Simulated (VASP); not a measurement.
BaZrO3:

```xyz
5
Lattice="4.0792 0.0000 0.0000 0.0000 4.0792 0.0000 0.0000 0.0000 4.0792" Properties=species:S:1:pos:R:3 pbc="T T T"
Ba    0.0000    0.0000    0.0000
Zr    2.0396    2.0396    2.0396
O     2.0396    2.0396    0.0000
O     2.0396    0.0000    2.0396
O     0.0000    2.0396    2.0396
```

This cell differs from its parent crystal: strain -3.0%.

Base run:

```yaml
Program: VASP 6.6.1
Functional: r2SCAN
Potentials_or_basis: VASP PAW PBE potentials, release 64 (Ba_sv, Zr_sv, O)
Cutoff: 520 eV
k_mesh: 6 × 6 × 6
Occupations: gaussian, width 0.01 eV
Spin: no spin polarisation
```

Its results: band gap on the k mesh 3.89 eV (least direct gap 4.02 eV); pressure 19.7 GPa.

Problem. The run is repeated on the same cell with these changes: functional from r2SCAN to PBE; occupations from gaussian, width 0.01 eV to fermi-dirac, width 0.02 eV. What comes out?

Solution. Band gap on the k mesh 3.36 eV (least direct gap 3.46 eV); pressure 21.7 GPa.

Caveats: the cell stands under pressure; spin-orbit coupling is left out, which moves the levels of the heavy elements; the PAW data sets were made with another functional, which shifts forces and pressure a little (at least some runs).

A k mesh can miss the band edges.
